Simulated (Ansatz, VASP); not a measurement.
## BaTiO3 in VASP and in Ansatz

```
Ba Ti O
1.0
     4.01923    0.00000    0.00000
     0.00000    4.01923    0.03758
     0.00000    0.03758    4.01928
Ba Ti O
1 1 3
Direct
  0.00000 0.00000 0.00000
  0.50000 0.50000 0.50000
  0.50000 0.50000 0.00000
  0.50000 0.00000 0.50000
  0.00000 0.50000 0.50000
```

Change from the starting cell: strain +0.0187 x Voigt [0, 0, 0, 1, 0, 0], atoms carried along.

Alike in both runs: task single point; functional PBE; k mesh 8 × 8 × 8; occupations gaussian, width 0.05 eV; no spin polarisation.

|  | VASP | Ansatz |
| --- | --- | --- |
| version | VASP 6.6.1 | Ansatz 0.2.0 |
| potentials or method | VASP PAW PBE potentials, release 64 (Ba_sv, Ti_sv, O), cutoff 520 eV | scalar-relativistic, plane waves, PAW |
| valence electrons in the cell | 40 | 40 |

|  | VASP | Ansatz | Ansatz less VASP |
| --- | --- | --- | --- |
| gap on the k mesh at the Fermi level (eV) | 1.67 | 1.73 | +0.062 |
| least direct gap on the mesh (eV) | 1.79 | 1.81 | +0.026 |
| pressure (GPa) | 1.8 | 0.0 | -1.73 |
| traceless stress, the component that is largest in VASP (GPa) | -2.30 | -2.23 | +0.064 |

Ansatz's warnings: near symmetry operations not taken.

Neither program's run includes spin-orbit coupling.
